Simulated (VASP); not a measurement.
A run of VASP 6.6.1:

INCAR

```
SYSTEM = HgTe
PREC = Accurate
ENCUT = 520
EDIFF = 1E-6
ISMEAR = 0
SIGMA = 0.1
LREAL = .FALSE.
LASPH = .TRUE.
NELM = 80
ALGO = Normal
ISIF = 2
LWAVE = .FALSE.
LCHARG = .TRUE.
LELF = .TRUE.
LVHAR = .TRUE.
NBANDS = 16
```

KPOINTS

```
regular mesh
0
G
  12 12 12
  0 0 0
```

POSCAR

```
HgTe
1.0
    0.0000000000      3.2180031568      3.2180031568
    3.2180031568      0.0000000000      3.2180031568
    3.2180031568      3.2180031568      0.0000000000
Hg Te
1 1
Direct
    0.0000000000      0.0000000000      0.0000000000
    0.2500000000      0.2500000000      0.2500000000
```

Potentials or basis: VASP PAW LDA potentials, release 64 (Hg, Te).

Command:

```bash
$ cat potpaw_LDA.64/Hg/POTCAR potpaw_LDA.64/Te/POTCAR > POTCAR
$ mpirun -np 1 vasp_std > vasp.out
```

Hardware: 1 thread of AMD EPYC 7R13 Processor (Zen 3) (shared host).

Problem. How long does it take, and how much memory?

Solution. It took 77 s on 1 thread of AMD EPYC 7R13 Processor (Zen 3) (shared host), peak memory 0.19 GiB. Counts: scf iterations 13, k points 72.
